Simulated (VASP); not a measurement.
# Sr2MgAl3 (P6_3/mmc) in VASP: further runs

Aim: see how the results for Sr2MgAl3 move with the level of theory and the settings. Levels: LDA, PBEsol. Tasks: single point.

All numbers are computed with VASP 6.6.1; they aren't measurements. Logs are shortened: lines on timing, memory, paths and dates and some standing lists are left out, and cuts for length are marked.

### 1 The cell of the first run

The structure is hexagonal, space group P6_3/mmc (No. 194). Conventional cell: a = 5.894 Å, b = 5.894 Å, c = 9.416 Å, α = 90.00°, β = 90.00°, γ = 120.00°. Within 4.5 Å of Sr (site symmetry 3m) lie 4 Sr at 3.40 to 3.65 Å and 9 Al at 3.40 to 3.43 Å and 3 Mg at 3.47 Å. Within 3.9 Å of Mg (site symmetry -3m) lie 6 Al at 2.94 Å and 6 Sr at 3.47 Å. Al (site symmetry mm2) has 4 Al at 2.84 to 3.06 Å and 2 Mg at 2.94 Å and 6 Sr at 3.40 to 3.43 Å within 3.7 Å.

### 2 Single point, LDA

Input file INCAR:

```
SYSTEM = Sr2MgAl3
PREC = Accurate
ENCUT = 520
EDIFF = 1E-7
ISMEAR = -1
SIGMA = 0.1
LREAL = .False.
LASPH = .True.
NELM = 60
ALGO = Normal
ISIF = 2
LWAVE = .False.
LCHARG = .False.
GGA = CA
NBANDS = 43
```

Input file KPOINTS:

```
regular mesh
0
Gamma
  6 6 3
  0 0 0
```

Input file POSCAR:

```
Sr2MgAl3
1.0
    5.8943963247      0.0000000000      0.0000000000
   -2.9471981623      5.1046969571      0.0000000000
    0.0000000000      0.0000000000      9.4156775956
Sr Mg Al
4 2 6
Direct
    0.3333333333      0.6666666667      0.0694489175
    0.6666666667      0.3333333333      0.5694489175
    0.3333333333      0.6666666667      0.4305510825
    0.6666666667      0.3333333333      0.9305510825
    0.0000000000      0.0000000000      0.0000000000
    0.0000000000      0.0000000000      0.5000000000
    0.8271469393      0.6542938786      0.2500000000
    0.1728530607      0.8271469393      0.7500000000
    0.3457061214      0.1728530607      0.2500000000
    0.1728530607      0.3457061214      0.7500000000
    0.8271469393      0.1728530607      0.2500000000
    0.6542938786      0.8271469393      0.7500000000
```

Potentials or basis: VASP PAW LDA potentials, release 64 (Sr_sv, Mg, Al).

On the command line:

```bash
cat potpaw_LDA.64/Sr_sv/POTCAR potpaw_LDA.64/Mg/POTCAR potpaw_LDA.64/Al/POTCAR > POTCAR
mpirun -np 1 vasp_std > vasp.out
```

OUTCAR:

```text
SYSTEM = Sr2MgAl3
   PREC = Accurate
   ENCUT = 520
   EDIFF = 1E-7
   ISMEAR = -1
   LREAL = .False.
   LASPH = .True.
   NELM = 60
   ISIF = 2
   GGA = CA

 ion  position               nearest neighbor table
   1  0.333  0.667  0.069-   3 3.40   9 3.40   7 3.40  11 3.40  11 3.40   9 3.40   7 3.40   8 3.43
                            10 3.43  12 3.43   5 3.47   5 3.47   5 3.47   4 3.65   4 3.65   4 3.65
   2  0.667  0.333  0.569-   4 3.40  12 3.40  10 3.40   8 3.40   8 3.40  12 3.40  10 3.40  11 3.43
                             7 3.43   9 3.43   6 3.47   6 3.47   6 3.47   3 3.65   3 3.65   3 3.65
   3  0.333  0.667  0.431-   1 3.40   9 3.40   7 3.40  11 3.40  11 3.40   9 3.40   7 3.40   8 3.43
                            10 3.43  12 3.43   6 3.47   6 3.47   6 3.47   2 3.65   2 3.65   2 3.65
   4  0.667  0.333  0.931-   2 3.40  12 3.40  10 3.40   8 3.40   8 3.40  12 3.40  10 3.40  11 3.43
                             7 3.43   9 3.43   5 3.47   5 3.47   5 3.47   1 3.65   1 3.65   1 3.65
   5  0.000  0.000  0.000-   7 2.94  10 2.94   8 2.94  11 2.94   9 2.94  12 2.94   1 3.47   4 3.47
                             1 3.47   4 3.47   4 3.47   1 3.47
   6  0.000  0.000  0.500-   7 2.94  10 2.94   8 2.94  11 2.94   9 2.94  12 2.94   2 3.47   3 3.47
                             3 3.47   2 3.47   2 3.47   3 3.47
   7  0.827  0.654  0.250-  11 2.84   9 2.84   5 2.94   6 2.94  11 3.06   9 3.06   3 3.40   1 3.40
                             1 3.40   3 3.40   2 3.43   4 3.43
   8  0.173  0.827  0.750-  10 2.84  12 2.84   5 2.94   6 2.94  10 3.06  12 3.06   2 3.40   4 3.40
                             4 3.40   2 3.40   3 3.43   1 3.43
   9  0.346  0.173  0.250-   7 2.84  11 2.84   5 2.94   6 2.94   7 3.06  11 3.06   1 3.40   3 3.40
                             1 3.40   3 3.40   2 3.43   4 3.43
  10  0.173  0.346  0.750-   8 2.84  12 2.84   5 2.94   6 2.94   8 3.06  12 3.06   4 3.40   2 3.40
                             2 3.40   4 3.40   3 3.43   1 3.43
  11  0.827  0.173  0.250-   7 2.84   9 2.84   5 2.94   6 2.94   7 3.06   9 3.06   3 3.40   1 3.40
                             1 3.40   3 3.40   4 3.43   2 3.43
  12  0.654  0.827  0.750-  10 2.84   8 2.84   5 2.94   6 2.94  10 3.06   8 3.06   2 3.40   4 3.40
                             2 3.40   4 3.40   3 3.43   1 3.43

  LATTYP: Found a hexagonal cell.
 ALAT       =     5.8943963247
 C/A-ratio  =     1.5973947249

  Lattice vectors:

 A1 = (   5.8943963247,   0.0000000000,   0.0000000000)
 A2 = (  -2.9471981623,   5.1046969571,   0.0000000000)
 A3 = (   0.0000000000,   0.0000000000,   9.4156775956)

Analysis of symmetry for initial positions (statically):
=====================================================================
 Subroutine PRICEL returns:
 Original cell was already a primitive cell.

 Routine SETGRP: Setting up the symmetry group for a
 hexagonal supercell.

 Subroutine GETGRP returns: Found 24 space group operations
 (whereof 12 operations were pure point group operations)
 out of a pool of 24 trial point group operations.

The static configuration has the point symmetry D_3d.
 The point group associated with its full space group is D_6h.

Analysis of symmetry for dynamics (positions and initial velocities):
=====================================================================
 Subroutine PRICEL returns:
 Original cell was already a primitive cell.

 Routine SETGRP: Setting up the symmetry group for a
 hexagonal supercell.

 Subroutine GETGRP returns: Found 24 space group operations
 (whereof 12 operations were pure point group operations)
 out of a pool of 24 trial point group operations.

The dynamic configuration has the point symmetry D_3d.
 The point group associated with its full space group is D_6h.

 Subroutine INISYM returns: Found 24 space group operations
 (whereof 12 operations are pure point group operations),
 and found     1 'primitive' translations

----------------------------------------------------------------------------------------

                                     Primitive cell

  volume of cell :     283.3093

  direct lattice vectors                    reciprocal lattice vectors
     5.894396325  0.000000000  0.000000000     0.169652657  0.097949007  0.000000000
    -2.947198162  5.104696957  0.000000000     0.000000000  0.195898015  0.000000000
     0.000000000  0.000000000  9.415677596     0.000000000  0.000000000  0.106205846

  length of vectors
     5.894396325  5.894396325  9.415677596     0.195898015  0.195898015  0.106205846

  position of ions in fractional coordinates (direct lattice)
     0.333333333  0.666666667  0.069448917
[... 47 lines left out ...]

 Subroutine IBZKPT returns following result:
 ===========================================

 Found     14 irreducible k-points:

 Following reciprocal coordinates:
            Coordinates               Weight
  0.000000  0.000000  0.000000      1.000000
  0.166667  0.000000  0.000000      6.000000
  0.333333  0.000000  0.000000      6.000000
  0.500000  0.000000  0.000000      3.000000
  0.166667  0.166667  0.000000      6.000000
  0.333333  0.166667  0.000000     12.000000
  0.333333  0.333333  0.000000      2.000000
  0.000000  0.000000  0.333333      2.000000
  0.166667  0.000000  0.333333     12.000000
  0.333333  0.000000  0.333333     12.000000
  0.500000  0.000000  0.333333      6.000000
  0.166667  0.166667  0.333333     12.000000
  0.333333  0.166667  0.333333     24.000000
  0.333333  0.333333  0.333333      4.000000
   k-points           NKPTS =     14   k-points in BZ     NKDIM =     14   number of bands    NBANDS=     43
   number of dos      NEDOS =    301   number of ions     NIONS =     12
   total plane-waves  NPLWV = 161280
   dimension x,y,z NGX =    48 NGY =   48 NGZ =   70
   dimension x,y,z NGXF=    96 NGYF=   96 NGZF=  140
   ions per type =               4   2   6
   NGX,Y,Z   is equivalent  to a cutoff of  13.54, 13.54, 12.36 a.u.
   NGXF,Y,Z  is equivalent  to a cutoff of  27.08, 27.08, 24.72 a.u.
 SYSTEM =  Sr2MgAl3
   PREC   = accura    normal or accurate (medium, high low for compatibility)
   ISTART =      0    job   : 0-new  1-cont  2-samecut
   ICHARG =      2    charge: 1-file 2-atom 10-const
   ISPIN  =      1    spin polarized calculation?
   LNONCOLLINEAR =      F non collinear calculations
   LSORBIT =      F    spin-orbit coupling
   LASPH  =      T    aspherical Exc in radial PAW
   ENCUT  =  520.0 eV  38.22 Ry    6.18 a.u.  10.96 10.96 17.51*2*pi/ulx,y,z
   NELM   =     60;   NELMIN=  2; NELMDL= -5     # of ELM steps
   EDIFF  = 0.1E-06   stopping-criterion for ELM
   LREAL  =      F    real-space projection
   EDIFFG = 0.1E-05   stopping-criterion for IOM
   NSW    =      0    number of steps for IOM
   IBRION =     -1    ionic relax: 0-MD 1-quasi-New 2-CG
   NFREE  =      0    steps in history (QN), initial steepest desc. (CG)
   ISIF   =      2    stress and relaxation
   ISYM   =      2    0-nonsym 1-usesym 2-fastsym
   POTIM  = 0.5000    time-step for ionic-motion
   TEBEG  =    0.0;   TEEND  =   0.0 temperature during run
   PSTRESS=    0.0 pullay stress
   NELECT =      62.0000    total number of electrons
   NUPDOWN=      -1.0000    fix difference up-down
   EMIN   =  10.00;   EMAX   =-10.00  energy-range for DOS
   EFERMI =   0.00;   METHOD = LEGACY
   ISMEAR =    -1;   SIGMA  =   0.10  broadening in eV -4-tet -1-fermi 0-gaus
   EFERMI_NEDOS =   21; number of points for ismear=-14 and -15
   IALGO  =     38    algorithm
   IMIX   =      4    mixing-type and parameters
     AMIX     =   0.40;   BMIX     =  1.00
     AMIX_MAG =   1.60;   BMIX_MAG =  1.00
  volume/ion in A,a.u.               =      23.61       159.32
  Fermi-wavevector in a.u.,A,eV,Ry     =   0.986548  1.864306 13.242250  0.973278
  Thomas-Fermi vector in A             =   2.117937
   LORBIT       =      0    0 simple, 1 ext, 2 COOP (PROOUT), +10 PAW based schemes
   GGA     = CA    functional components
   LHFCALC =     F    Hartree Fock is set to
   AEXX    =    0.0000 exact exchange contribution
   IVDW    =     0    specifies the selected vdW correction
   LEPSILON=     F    determine dielectric tensor
   LRPA    =     F    only Hartree local field effects (RPA)
 non-spin polarized calculation
  energy-cutoff  :      520.00
  volume of cell :      283.31
 maximum number of plane-waves:      7645
 NGX is ok and might be reduce to    48
   NGX = 21   NGY = 21   NGZ = 35

 number of electron      62.0000000 magnetization

 Free energy of the ion-electron system (eV)
  ---------------------------------------------------
  ext. energy  EPLUGINS =         0.00000000
  ---------------------------------------------------
  free energy    TOTEN  =       -39.39812736 eV

  energy without entropy =      -39.16202544  energy(sigma->0) =      -39.28007640

 E-fermi :   4.2648     XC(G=0):  -9.5447

 val. band max:        4.2451530961   @ k =   0.3333   0.1667   0.3333
 cond. band min:       4.2955180786   @ k =   0.5000   0.0000   0.3333
 fundamental gap:      0.0503649825
 Fermi energy:         4.2647815070

 k-point     1 :       0.0000    0.0000    0.0000
  band No.  band energies     occupation
      1     -30.8131      2.00000
      2     -30.7703      2.00000
      3     -30.7550      2.00000
      4     -30.7120      2.00000
      5     -13.2648      2.00000
      6     -13.2511      2.00000
[... 633 lines left out ...]
     42       7.4898      0.00000
     43       7.4900      0.00000

------------------------ aborting loop because EDIFF is reached ----------------------------------------

  FORCE on cell =-STRESS in cart. coord.  units (eV):
  Direction    XX          YY          ZZ          XY          YZ          ZX
  --------------------------------------------------------------------------------------
  -------------------------------------------------------------------------------------
  Total       -0.0530374     -0.0530374     -0.0325913     -0.0000000      0.0000000     -0.0000000
  in kB       -0.2999383     -0.2999383     -0.1843111     -0.0000000      0.0000000     -0.0000000
  external PRESSURE =      -0.2613959 kB  Pullay stress =       0.0000000 kB

 VOLUME and BASIS-vectors are now :
 -----------------------------------------------------------------------------
  energy-cutoff  :      520.00
  volume of cell :      283.31
      direct lattice vectors                 reciprocal lattice vectors
     5.894396325  0.000000000  0.000000000     0.169652657  0.097949007  0.000000000
    -2.947198162  5.104696957  0.000000000     0.000000000  0.195898015  0.000000000
     0.000000000  0.000000000  9.415677596     0.000000000  0.000000000  0.106205846

 POSITION                                       TOTAL-FORCE (eV/Angst)
 -----------------------------------------------------------------------------------
     -0.00000      3.40313      0.65391         0.000000     -0.000000      0.003725
      2.94720      1.70157      5.36175         0.000000      0.000000      0.003725
     -0.00000      3.40313      4.05393         0.000000     -0.000000     -0.003725
      2.94720      1.70157      8.76177         0.000000      0.000000     -0.003725
      0.00000      0.00000      0.00000         0.000000      0.000000     -0.000000
      0.00000      0.00000      4.70784         0.000000      0.000000     -0.000000
      2.94720      3.33997      2.35392         0.000000      0.008400      0.000000
     -1.41890      4.22233      7.06176        -0.007275      0.004200      0.000000
      1.52830      0.88236      2.35392        -0.007275     -0.004200     -0.000000
      0.00000      1.76472      7.06176        -0.000000     -0.008400     -0.000000
      4.36610      0.88236      2.35392         0.007275     -0.004200     -0.000000
      1.41890      4.22233      7.06176         0.007275      0.004200      0.000000
 -----------------------------------------------------------------------------------
    total drift:                               -0.000000      0.000000     -0.000000

  FREE ENERGIE OF THE ION-ELECTRON SYSTEM (eV)
  ---------------------------------------------------
  free  energy   TOTEN  =       -39.3981273603 eV

  energy  without entropy=      -39.1620254381  energy(sigma->0) =      -39.28007640
```

It took 2 min on 1 thread of AMD EPYC 9R45 (Zen 5), shared host; peak memory 0.36 GiB.

Results:

| Item | Value |
| --- | --- |
| Free energy | -39.3981 eV |
| Pressure | 0.0 GPa |
| Largest force | 0.008 eV/Å |
| Band gap on the k mesh | zero (bands 31 and 32 overlap by 1.25 eV) |

Forces on the atoms (eV/Å):
```
Sr   0.000  0.000  0.004
Sr   0.000  0.000  0.004
Sr   0.000  0.000 -0.004
Sr   0.000  0.000 -0.004
Mg   0.000  0.000  0.000
Mg   0.000  0.000  0.000
Al   0.000  0.008  0.000
Al  -0.007  0.004  0.000
Al  -0.007 -0.004  0.000
Al   0.000 -0.008  0.000
Al   0.007 -0.004  0.000
Al   0.007  0.004  0.000
```

### 3 Single point, PBEsol

This run uses another cell than the first one, of 24.45 Å³/atom.

Input file INCAR:

```
SYSTEM = Sr2MgAl3
ALGO = Normal
EDIFF = 1E-7
ENCUT = 520
GGA = PS
ISIF = 2
ISMEAR = -1
LASPH = .True.
LCHARG = .False.
LREAL = .False.
LWAVE = .False.
NBANDS = 43
NELM = 80
PREC = Accurate
SIGMA = 0.1
```

Input file KPOINTS:

```
k-points
0
Gamma
  6 6 3
  0 0 0
```

Input file POSCAR:

```
Sr2MgAl3
1.0
    5.9619787133      0.0000000000      0.0000000000
   -2.9809893566      5.1632250225      0.0000000000
    0.0000000000      0.0000000000      9.5326118408
Sr Mg Al
4 2 6
Direct
    0.3333333333      0.6666666667      0.0690490533
    0.6666666667      0.3333333333      0.5690490533
    0.3333333333      0.6666666667      0.4309509467
    0.6666666667      0.3333333333      0.9309509467
    0.0000000000      0.0000000000      0.0000000000
    0.0000000000      0.0000000000      0.5000000000
    0.8272084499      0.6544168998      0.2500000000
    0.1727915501      0.8272084499      0.7500000000
    0.3455831002      0.1727915501      0.2500000000
    0.1727915501      0.3455831002      0.7500000000
    0.8272084499      0.1727915501      0.2500000000
    0.6544168998      0.8272084499      0.7500000000
```

Potentials or basis: VASP PAW PBE potentials, release 64 (Sr_sv, Mg, Al).

On the command line:

```bash
cat potpaw_PBE.64/Sr_sv/POTCAR potpaw_PBE.64/Mg/POTCAR potpaw_PBE.64/Al/POTCAR > POTCAR
mpirun -np 1 vasp_std > vasp.out
```

It took 2 min on 1 thread of AMD EPYC 9R45 (Zen 5), shared host; peak memory 0.47 GiB.

It converged, with:

```yaml
Free_energy: -37.8879 eV
Pressure: 0.1 GPa
Largest_force: 0.006 eV/Å
Band_gap_on_the_k_mesh: zero (bands 31 and 32 overlap by 1.23 eV)
```

Forces in eV/Å, atoms in the order of the input:
```
Sr   0.000  0.000  0.001
Sr   0.000  0.000  0.001
Sr   0.000  0.000 -0.001
Sr   0.000  0.000 -0.001
Mg   0.000  0.000  0.000
Mg   0.000  0.000  0.000
Al   0.000  0.006  0.000
Al  -0.005  0.003  0.000
Al  -0.005 -0.003  0.000
Al   0.000 -0.006  0.000
Al   0.005 -0.003  0.000
Al   0.005  0.003  0.000
```

Levels at points of the mesh, in eV from the Fermi level:
```csv
k point,band 27,band 28,band 29,band 30,band 31,band 32,band 33,band 34,band 35,band 36
"(0.00, 0.00, 0.00)",-1.53,-1.50,-1.15,-1.15,-0.78,-0.78,0.08,0.73,0.73,1.02
"(0.50, 0.00, 0.00)",-0.76,-0.69,-0.29,0.25,0.42,0.98,1.04,1.08,1.10,1.14
```

Caveat: the PAW data sets were made with another functional, which shifts forces and pressure a little.

The gap in the log of VASP goes by the Fermi energy; the results here count the filled bands.